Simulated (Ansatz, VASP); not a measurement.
Two plane-wave programs on BN2

Contents of INCAR:

```
SYSTEM = BN2
PREC     = Accurate       ! precision mode
ENCUT    = 520            ! plane-wave cutoff, eV
EDIFF    = 1E-6           ! SCF threshold, eV
ISMEAR   = 0              ! smearing method
SIGMA    = 0.1            ! smearing width, eV
LREAL    = .FALSE.        ! projectors in reciprocal space
LASPH    = .TRUE.         ! aspherical terms in the spheres
NELM     = 100            ! most SCF steps
ALGO     = Normal         ! electronic algorithm
ISIF     = 2              ! what is computed and relaxed
LWAVE    = .FALSE.        ! write WAVECAR
LCHARG   = .FALSE.        ! write CHGCAR
GGA      = PE             ! functional
NBANDS   = 22             ! bands
```

File KPOINTS:

```
regular mesh
0
G
  10 8 6
  0 0 0
```

The input POSCAR:

```
BN2
1.0
    0.0000000000      0.0000000000      2.5282502303
    3.4626247871      0.0000000000      0.0000000000
    0.0000000000      4.0560706146      0.0000000000
B N
2 4
Direct
    0.5000000000      0.5000000000      0.5000000000
    0.0000000000      1.0000000000      0.0000000000
    0.5000000000      0.3529019227      0.8970679356
    0.0000000000      0.8529019227      0.6029320644
    0.5000000000      0.6470980773      0.1029320644
    0.0000000000      0.1470980773      0.3970679356
```

Input for Ansatz:

```yaml
crystal:
  lattice:
    - [0.0, 0.0, 2.5282502303]
    - [3.4626247871, 0.0, 0.0]
    - [0.0, 4.0560706146, 0.0]
  atoms:
    - { symbol: B, position: [0.5, 0.5, 0.5] }
    - { symbol: B, position: [0.0, 1.0, 0.0] }
    - { symbol: "N", position: [0.5, 0.3529019227, 0.8970679356] }
    - { symbol: "N", position: [0.0, 0.8529019227, 0.6029320644] }
    - { symbol: "N", position: [0.5, 0.6470980773, 0.1029320644] }
    - { symbol: "N", position: [0.0, 0.1470980773, 0.3970679356] }
basis:
  ecutwfc: 420
kpoints:
  mp_grid: { grid: [10, 8, 6] }
hamiltonian:
  xc: pbe
scf:
  occupations: { method: gaussian, width: 0.1 }
output:
  forces: true
  stress: true
  eigenvalues: true
```

Alike in both runs: task single point; functional PBE; k mesh 10 × 8 × 6; occupations gaussian, width 0.1 eV; no spin polarisation.

```csv
,VASP,Ansatz
version,VASP 6.6.1,Ansatz 0.2.0
potentials or method,"VASP PAW PBE potentials, release 64 (B, N), cutoff 520 eV","scalar-relativistic, plane waves, PAW"
valence electrons in the cell,26,26
```

Ansatz gave:

* gap on the k mesh at the Fermi level (eV): none
* pressure (GPa): 0.1
* traceless stress, the component that is largest in VASP (GPa): -1.46
* rms of the force components (eV/Å): 0.015

Task: Estimate VASP's values.

Result: gap on the k mesh at the Fermi level (eV): none; pressure (GPa): 0.2; traceless stress, the component that is largest in VASP (GPa): -1.32; rms of the force components (eV/Å): 0.068.

Atom by atom the forces differ by 0.054 eV/Å (rms over components). A gap of «none» marks a metal or a gap that the smearing closes.
